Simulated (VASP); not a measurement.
Input of a VASP 6.6.1 run:

Contents of INCAR:

```
PREC     = Accurate       # precision mode
ENCUT    = 520            # plane-wave cutoff, eV
EDIFF    = 1E-6           # SCF threshold, eV
ISMEAR   = 0              # smearing method
SIGMA    = 0.2            # smearing width, eV
LREAL    = F              # projectors in reciprocal space
LASPH    = T              # aspherical terms in the spheres
NELM     = 80             # most SCF steps
ALGO     = Normal         # electronic algorithm
ISIF     = 2              # what is computed and relaxed
LWAVE    = F              # write WAVECAR
LCHARG   = F              # write CHGCAR
GGA      = PE             # functional
NBANDS   = 26             # bands
```

File KPOINTS:

```
regular mesh
0
Gamma
  4 4 4
```

POSCAR

```
Li2H
1.0
   -0.0042104893      0.0004622218     -4.9242953998
    5.0985510179     -0.0115694203      0.0047231169
   -1.2618801608     -5.6585806290     -0.0009885259
Li H
8 4
Direct
    0.7293338886      0.0245547867      0.1003785456
    0.7292324678      0.5245324681      0.1004683835
    0.2290567661      0.4752677132      0.8990694678
    0.2297014480      0.9754137253      0.9002996441
    0.6538357148      0.4085590989      0.6312660750
    0.6535964736      0.9086251139      0.6317186915
    0.1534007688      0.0914945820      0.3690030218
    0.1540534854      0.5916729280      0.3679847185
    0.5416054741      0.2183135748      0.8720213107
    0.5422255981      0.7178645712      0.8719617998
    0.0417879607      0.2818126982      0.1280792644
    0.0421658342      0.7818887396      0.1277490773
```

Potentials or basis: VASP PAW PBE potentials, release 64 (Li_sv, H).

The run is started by

```sh
$ cat potpaw_PBE.64/Li_sv/POTCAR potpaw_PBE.64/H/POTCAR > POTCAR
$ mpirun -np 1 vasp_std > vasp.out
```

Question: Estimate the band gap on the k mesh.

Answer: Zero (bands 14 and 15 overlap by 1.48 eV).

Question: Predict the largest force.

Answer: 0.018 eV/Å.

Forces in eV/Å, atoms in the order of the input:
```
Li   0.000  0.002 -0.010
Li   0.001  0.004 -0.007
Li  -0.003 -0.003 -0.009
Li   0.000  0.000 -0.004
Li   0.000  0.004 -0.005
Li   0.001  0.008 -0.006
Li   0.005 -0.004 -0.006
Li  -0.005 -0.009 -0.005
H   -0.006 -0.010  0.010
H    0.002 -0.011  0.015
H    0.003  0.010  0.012
H    0.001  0.007  0.014
```
